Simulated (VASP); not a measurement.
Set up this calculation in VASP 6.6.1, as the native input.

```yaml
Task: single point
Functional: LDA
Potentials_or_basis: VASP PAW LDA potentials, release 64 (Na_pv, F)
Cutoff: 520 eV
k_mesh: 4 × 4 × 4
Occupations: gaussian, width 0.05 eV
Spin: no spin polarisation
Dipole_correction: no
Further_INCAR_settings: ALGO = Normal; EDIFF = 1e-06; NBANDS = 14
```

The structure of NaF lies in POSCAR:

```
NaF
1.0
    0.5663151577      2.6381998809      2.6381998809
    2.6381998809      0.5663151577      2.6381998809
    2.6381998809      2.6381998809      0.5663151577
Na F
1 1
Direct
    0.0000000000      0.0000000000      0.0000000000
    0.5000000000      0.5000000000      0.5000000000
```

This cell differs from its parent crystal: ratio of the length along [111] to the lengths across it x 1.41, volume and fractional coordinates fixed.

One way to write it, as run:

INCAR

```
SYSTEM = NaF
PREC     = Accurate       ! precision mode
ENCUT    = 520            ! plane-wave cutoff, eV
EDIFF    = 1E-6           ! SCF threshold, eV
ISMEAR   = 0              ! smearing method
SIGMA    = 0.05           ! smearing width, eV
LREAL    = .FALSE.        ! projectors in reciprocal space
LASPH    = .TRUE.         ! aspherical terms in the spheres
NELM     = 80             ! most SCF steps
ALGO     = Normal         ! electronic algorithm
ISIF     = 2              ! what is computed and relaxed
LWAVE    = .FALSE.        ! write WAVECAR
LCHARG   = .TRUE.         ! write CHGCAR
GGA      = CA             ! functional
LELF     = .TRUE.         ! ELF
LVHAR    = .TRUE.       
NBANDS   = 14             ! bands
```

KPOINTS

```
Automatic mesh
0
G
  4 4 4
  0 0 0
```

Potentials or basis: VASP PAW LDA potentials, release 64 (Na_pv, F).

Launch:

```bash
$ cat potpaw_LDA.64/Na_pv/POTCAR potpaw_LDA.64/F/POTCAR > POTCAR
$ mpirun -np 1 vasp_std > vasp.out
```

Results of the run:

```
Pressure               : -5.6 GPa
Band gap on the k mesh : 4.42 eV, direct
```

Caveat: the k points lie up to 0.64 Å⁻¹ apart.

Run time: 5.1 s on 1 thread of Intel Xeon 6975P-C, on a shared host, peak memory 0.13 GiB.
